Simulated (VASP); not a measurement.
Input of a VASP 6.6.1 run:

POSCAR

```
Os
1.0
    0.0000000000      2.0033500000      1.8866500000
    2.0033500000      0.0000000000      1.8866500000
    2.0033500000      2.0033500000      0.0000000000
Os
1
Direct
    0.0000000000      0.0000000000      0.0000000000
```

Contents of INCAR.step1:

```
SYSTEM = Os
ALGO     = Normal         ! electronic algorithm
EDIFF    = 1E-4           ! SCF threshold, eV
ENCUT    = 520            ! plane-wave cutoff, eV
GGA      = PE             ! functional
ISMEAR   = 0              ! smearing method
LASPH    = .TRUE.         ! aspherical terms in the spheres
LCHARG   = .FALSE.        ! write CHGCAR
LREAL    = .FALSE.        ! projectors in reciprocal space
LWAVE    = .TRUE.         ! write WAVECAR
NBANDS   = 10             ! bands
NELM     = 100            ! most SCF steps
PREC     = Accurate       ! precision mode
SIGMA    = 0.15           ! smearing width, eV
```

INCAR.step2

```
SYSTEM = Os
ALGO     = Normal         ! electronic algorithm
EDIFF    = 1E-6           ! SCF threshold, eV
ENCUT    = 520            ! plane-wave cutoff, eV
ISIF     = 2              ! what is computed and relaxed
ISMEAR   = 0              ! smearing method
ISTART   = 1            
LASPH    = .TRUE.         ! aspherical terms in the spheres
LCHARG   = .FALSE.        ! write CHGCAR
LMIXTAU  = .TRUE.       
LREAL    = .FALSE.        ! projectors in reciprocal space
LWAVE    = .FALSE.        ! write WAVECAR
METAGGA  = R2SCAN         ! meta-GGA
NBANDS   = 10             ! bands
NELM     = 100            ! most SCF steps
PREC     = Accurate       ! precision mode
SIGMA    = 0.15           ! smearing width, eV
```

File KPOINTS:

```
k-points
0
G
  20 20 20
  0 0 0
```

Potentials or basis: VASP PAW PBE potentials, release 64 (Os).

Launch:

```bash
$ cat potpaw_PBE.64/Os/POTCAR > POTCAR
$ cp INCAR.step1 INCAR
$ mpirun -np 1 vasp_std > vasp.out
$ cp INCAR.step2 INCAR
$ mpirun -np 1 vasp_std > vasp.out
```

Problem. Estimate the pressure.

Solution. -24.9 GPa.

Problem. Estimate the band gap on the k mesh.

Solution. Zero (band 4 reaches 10.87 eV, above the bottom of band 5 at 6.59 eV).

Stress tensor (GPa, compression positive):
```
-31.05   0.00   0.00
  0.00 -31.05   0.00
  0.00   0.00 -12.64
```

Caveat: the cell differs from its parent crystal (strain +0.030 along x and y, -0.030 along z); the PAW data sets were made with another functional, which shifts forces and pressure a little; spin-orbit coupling is left out, which moves the levels of the heavy elements.
